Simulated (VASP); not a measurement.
A run of VASP 6.6.1 is set up as follows.

File INCAR:

```
PREC     = Accurate       # precision mode
ENCUT    = 520            # plane-wave cutoff, eV
EDIFF    = 1E-6           # SCF threshold, eV
ISMEAR   = -1             # smearing method
SIGMA    = 0.08           # smearing width, eV
LREAL    = False          # projectors in reciprocal space
LASPH    = True           # aspherical terms in the spheres
NELM     = 100            # most SCF steps
ALGO     = Normal         # electronic algorithm
ISIF     = 2              # what is computed and relaxed
LWAVE    = False          # write WAVECAR
LCHARG   = False          # write CHGCAR
GGA      = PE             # functional
NBANDS   = 13             # bands
```

Contents of KPOINTS:

```
regular mesh
0
Gamma
  16 16 16
```

POSCAR

```
Ge
1.0
   -1.6450346238      1.6450346238      1.6450346238
    1.6450346238     -1.6450346238      1.6450346238
    1.6450346238      1.6450346238     -1.6450346238
Ge
1
Direct
    0.0000000000      0.0000000000      0.0000000000
```

Potentials or basis: VASP PAW PBE potentials, release 64 (Ge_d).

Run with:

```bash
$ cat potpaw_PBE.64/Ge_d/POTCAR > POTCAR
$ mpirun -np 1 vasp_std > vasp.out
```

(1) Predict the pressure.

(2) Estimate the band gap on the k mesh.

## Answers

(1) 6.1 GPa.

(2) zero (band 7 reaches 17.21 eV, above the bottom of band 8 at 4.27 eV).
